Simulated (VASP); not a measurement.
Wanted: the native input for a VASP 6.6.1 run.

| Quantity | Value |
| --- | --- |
| Task | single point |
| Functional | PBEsol |
| Potentials or basis | VASP PAW PBE potentials, release 64 (Ba_sv, Ti_sv, O) |
| Cutoff | 520 eV |
| k mesh | 7 × 7 × 7 |
| Occupations | fermi-dirac, width 0.05 eV |
| Spin | no spin polarisation |
| Dipole correction | no |
| Further INCAR settings | ALGO = Normal; EDIFF = 1e-06; NBANDS = 28 |

The structure of BaTiO3 (Barioperovskite) lies in POSCAR:

```
BaTiO3
1.0
    4.0379468039      0.0000000000      0.0000000000
    0.0000000000      2.8742319127      2.8825904778
    0.0000000000     -2.8742319127      2.8825904778
Ba Ti O
1 1 3
Direct
    0.0000000000      0.0000000000      0.0000000000
    0.5000000000      0.5124000000      0.5124000000
    0.5000000000      0.9918400000      0.5052400000
    0.5000000000      0.5052400000      0.9918400000
    0.0000000000      0.4874000000      0.4874000000
```

This cell differs from its parent crystal: volume scaled by 1.04.

The input as run:

INCAR

```
SYSTEM = BaTiO3
ALGO     = Normal         ! electronic algorithm
EDIFF    = 1E-6           ! SCF threshold, eV
ENCUT    = 520            ! plane-wave cutoff, eV
GGA      = PS             ! functional
ISIF     = 2              ! what is computed and relaxed
ISMEAR   = -1             ! smearing method
LASPH    = .True.         ! aspherical terms in the spheres
LCHARG   = .False.        ! write CHGCAR
LREAL    = .False.        ! projectors in reciprocal space
LWAVE    = .False.        ! write WAVECAR
NBANDS   = 28             ! bands
NELM     = 60             ! most SCF steps
PREC     = Accurate       ! precision mode
SIGMA    = 0.05           ! smearing width, eV
```

KPOINTS

```
k-points
0
Gamma
  7 7 7
  0 0 0
```

Potentials or basis: VASP PAW PBE potentials, release 64 (Ba_sv, Ti_sv, O).

Run with:

```bash
$ cat potpaw_PBE.64/Ba_sv/POTCAR potpaw_PBE.64/Ti_sv/POTCAR potpaw_PBE.64/O/POTCAR > POTCAR
$ mpirun -np 1 vasp_std > vasp.out
```

It gave:

- Pressure: -8.1 GPa
- Largest force: 0.405 eV/Å
- Band gap on the k mesh: 1.79 eV, indirect (least direct gap 1.97 eV)

Caveat: the PAW data sets were made with another functional, which shifts forces and pressure a little; spin-orbit coupling is left out, which moves the levels of the heavy elements.

Wall time 47 s on 1 thread of Intel(R) Xeon(R) 6975P-C (Granite Rapids), on a shared host, peak memory 0.25 GiB.
